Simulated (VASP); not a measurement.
A run of VASP 6.6.1:

INCAR

```
SYSTEM = Ca3Mg
ALGO = Normal
EDIFF = 1E-6
ENCUT = 600
GGA = PS
GGA_COMPAT = .FALSE.
ISIF = 2
ISMEAR = 0
LASPH = .TRUE.
LCHARG = .FALSE.
LREAL = .FALSE.
LWAVE = .FALSE.
NBANDS = 24
NELM = 120
PREC = Accurate
SIGMA = 0.1
```

Contents of KPOINTS:

```
k-points
0
G
  5 5 5
  0 0 0
```

File POSCAR:

```
Ca3Mg
1.0
    0.0000000000      4.1073821344      4.1073821344
    4.1073821344      0.0000000000      4.1073821344
    4.1073821344      4.1073821344      0.0000000000
Ca Mg
3 1
Direct
    0.5000000000      0.5000000000      0.5000000000
    0.2500000000      0.2500000000      0.2500000000
    0.7500000000      0.7500000000      0.7500000000
    0.0000000000      0.0000000000      0.0000000000
```

Potentials or basis: VASP PAW PBE potentials, release 64 (Ca_sv, Mg).

Run with:

```sh
$ cat potpaw_PBE.64/Ca_sv/POTCAR potpaw_PBE.64/Mg/POTCAR > POTCAR
$ mpirun -np 1 vasp_std > vasp.out
```

Hardware: 1 thread of AMD EPYC 7R13 Processor (Zen 3) (shared host).

Q: Estimate the wall time of this run.

A: It took 65 s on 1 thread of AMD EPYC 7R13 Processor (Zen 3), on a shared host, peak memory 0.29 GiB. Counts: scf iterations 13, k points 10.
